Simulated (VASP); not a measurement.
# Zn (Pm-3m) in VASP: notebook, part 2 of 2

VASP 6.6.1.

**3. Single point, PBEsol**

This run uses another cell than the first one, of 15.88 Å³/atom.

Contents of INCAR:

```
PREC     = Accurate       # precision mode
ENCUT    = 520            # plane-wave cutoff, eV
EDIFF    = 1E-6           # SCF threshold, eV
ISMEAR   = 0              # smearing method
SIGMA    = 0.1            # smearing width, eV
LREAL    = F              # projectors in reciprocal space
LASPH    = T              # aspherical terms in the spheres
NELM     = 80             # most SCF steps
ALGO     = Normal         # electronic algorithm
ISIF     = 2              # what is computed and relaxed
LWAVE    = F              # write WAVECAR
LCHARG   = F              # write CHGCAR
GGA      = PS             # functional
NBANDS   = 12             # bands
```

Contents of KPOINTS:

```
regular mesh
0
Gamma
  8 8 8
```

Contents of POSCAR:

```
Zn
1.0
    2.5136999002      0.0000000000      0.0000000000
    0.0000000000      2.5136999002      0.0000000000
    0.0000000000      0.0000000000      2.5136999002
Zn
1
Direct
    0.0000000000      0.0000000000      0.0000000000
```

Potentials or basis: VASP PAW PBE potentials, release 64 (Zn).

Started as:

```
> cat potpaw_PBE.64/Zn/POTCAR > POTCAR
> mpirun -np 1 vasp_std > vasp.out
```

OUTCAR:

```text
PREC = Accurate
   ENCUT = 520
   EDIFF = 1E-6
   ISMEAR = 0
   LREAL = F
   LASPH = T
   NELM = 80
   ISIF = 2
   GGA = PS

 ion  position               nearest neighbor table
   1  0.000  0.000  0.000-

  LATTYP: Found a simple cubic cell.
 ALAT       =     2.5136999002

  Lattice vectors:

 A1 = (   2.5136999002,   0.0000000000,   0.0000000000)
 A2 = (   0.0000000000,   2.5136999002,   0.0000000000)
 A3 = (   0.0000000000,   0.0000000000,   2.5136999002)

Analysis of symmetry for initial positions (statically):
=====================================================================
 Subroutine PRICEL returns:
 Original cell was already a primitive cell.

 Routine SETGRP: Setting up the symmetry group for a
 simple cubic supercell.

 Subroutine GETGRP returns: Found 48 space group operations
 (whereof 48 operations were pure point group operations)
 out of a pool of 48 trial point group operations.

The static configuration has the point symmetry O_h .

Analysis of symmetry for dynamics (positions and initial velocities):
=====================================================================
 Subroutine PRICEL returns:
 Original cell was already a primitive cell.

 Routine SETGRP: Setting up the symmetry group for a
 simple cubic supercell.

 Subroutine GETGRP returns: Found 48 space group operations
 (whereof 48 operations were pure point group operations)
 out of a pool of 48 trial point group operations.

The dynamic configuration has the point symmetry O_h .

 Subroutine INISYM returns: Found 48 space group operations
 (whereof 48 operations are pure point group operations),
 and found     1 'primitive' translations

----------------------------------------------------------------------------------------

                                     Primitive cell

  volume of cell :      15.8833

  direct lattice vectors                    reciprocal lattice vectors
[... 113 lines left out ...]
   IVDW    =     0    specifies the selected vdW correction
   LEPSILON=     F    determine dielectric tensor
   LRPA    =     F    only Hartree local field effects (RPA)
 non-spin polarized calculation
 Gauss-broadening in eV      SIGMA  =   0.10
  energy-cutoff  :      520.00
  volume of cell :       15.88
 maximum number of plane-waves:       441
 NGX is ok and might be reduce to    20
   NGX =  9   NGY =  9   NGZ =  9

 number of electron      12.0000026 magnetization

 Free energy of the ion-electron system (eV)
  ---------------------------------------------------
  ext. energy  EPLUGINS =         0.00000000
  ---------------------------------------------------
  free energy    TOTEN  =        -1.29424684 eV

  energy without entropy =       -1.29219631  energy(sigma->0) =       -1.29322157

 E-fermi :   2.5773     XC(G=0): -11.4067

 val. band max:        2.4465788983   @ k =   0.5000   0.3750   0.1250
 cond. band min:       2.6372139324   @ k =   0.5000   0.2500   0.2500
 fundamental gap:      0.1906350341
 Fermi energy:         2.5772838753

 k-point     1 :       0.0000    0.0000    0.0000
  band No.  band energies     occupation
      1      -7.4778      2.00000
      2      -5.8587      2.00000
      3      -5.8587      2.00000
      4      -4.3809      2.00000
      5      -4.3809      2.00000
      6      -4.3809      2.00000
      7      15.7915      0.00000
      8      15.7915      0.00000
      9      15.7915      0.00000
     10      18.8061      0.00000
     11      18.8061      0.00000
     12      22.1194      0.00000
[... 331 lines left out ...]
 k-point    24 :       0.5000    0.3750    0.1250
  band No.  band energies     occupation
      1      -5.6862      2.00000
      2      -5.3043      2.00000
      3      -4.8882      2.00000
      4      -4.8116      2.00000
      5      -4.2473      2.00000
      6       2.4466      1.93546
      7       3.1170      0.00000
      8       8.7016      0.00000
      9      10.9049      0.00000
     10      21.1898      0.00000
     11      21.7806      0.00000
     12      26.8754      0.00000

 [... further k-points ...]

------------------------ aborting loop because EDIFF is reached ----------------------------------------

  FORCE on cell =-STRESS in cart. coord.  units (eV):
  Direction    XX          YY          ZZ          XY          YZ          ZX
  --------------------------------------------------------------------------------------
  -------------------------------------------------------------------------------------
  Total        0.5557221      0.5557221      0.5557221      0.0000000     -0.0000000     -0.0000000
  in kB       56.0567533     56.0567533     56.0567533      0.0000000     -0.0000000     -0.0000000
  external PRESSURE =      56.0567533 kB  Pullay stress =       0.0000000 kB

 VOLUME and BASIS-vectors are now :
 -----------------------------------------------------------------------------
  energy-cutoff  :      520.00
  volume of cell :       15.88
      direct lattice vectors                 reciprocal lattice vectors
     2.513699900  0.000000000  0.000000000     0.397819962  0.000000000  0.000000000
     0.000000000  2.513699900  0.000000000     0.000000000  0.397819962  0.000000000
     0.000000000  0.000000000  2.513699900     0.000000000  0.000000000  0.397819962

 POSITION                                       TOTAL-FORCE (eV/Angst)
 -----------------------------------------------------------------------------------
      0.00000      0.00000      0.00000         0.000000      0.000000      0.000000
 -----------------------------------------------------------------------------------
    total drift:                                0.000000      0.000000      0.000000

  FREE ENERGIE OF THE ION-ELECTRON SYSTEM (eV)
  ---------------------------------------------------
  free  energy   TOTEN  =        -1.2942468355 eV

  energy  without entropy=       -1.2921963092  energy(sigma->0) =       -1.29322157
```

stdout:

```text
POSCAR found type information on POSCAR Zn
 POSCAR found :  1 types and       1 ions
 scaLAPACK will be used
 -----------------------------------------------------------------------------
|                                                                             |
|                                                                             |
|     You enforced a specific xc type in the INCAR file but a different       |
|     I HOPE YOU KNOW WHAT YOU ARE DOING!                                     |
|                                                                             |
 -----------------------------------------------------------------------------

 LDA part: xc-table for (Slater+PW92), standard interpolation
 POSCAR, INCAR and KPOINTS ok, starting setup
 FFT: planning ... GRIDC
 FFT: planning ... GRID_SOFT
 FFT: planning ... GRID
 WAVECAR not read
 entering main loop
```

Run time: 4.6 s. Hardware: 1 thread of Intel Xeon Platinum 8259CL at 2.50GHz (Skylake/Cascade Lake), shared host; peak memory 0.13 GiB.

What came out:

- Free energy: -1.2942 eV
- Pressure: 5.6 GPa
- Band gap on the k mesh: zero (bands 6 and 7 overlap by 8.82 eV)

Levels at points of the mesh, in eV from the Fermi level:
| k point | band 4 | band 5 | band 6 | band 7 | band 8 | band 9 |
| --- | --- | --- | --- | --- | --- | --- |
| (0.00, 0.00, 0.00) | -6.96 | -6.96 | -6.96 | 13.21 | 13.21 | 13.21 |
| (0.50, 0.00, 0.00) | -7.39 | -6.92 | -3.49 | -2.91 | 18.39 | 18.39 |
| (0.50, 0.50, 0.00) | -7.31 | -6.62 | 1.21 | 1.21 | 3.22 | 6.28 |
| (0.50, 0.50, 0.50) | -6.60 | -6.60 | 5.90 | 5.90 | 5.90 | 11.11 |

Caveat: the cell stands under pressure; the PAW data sets were made with another functional, which shifts forces and pressure a little.
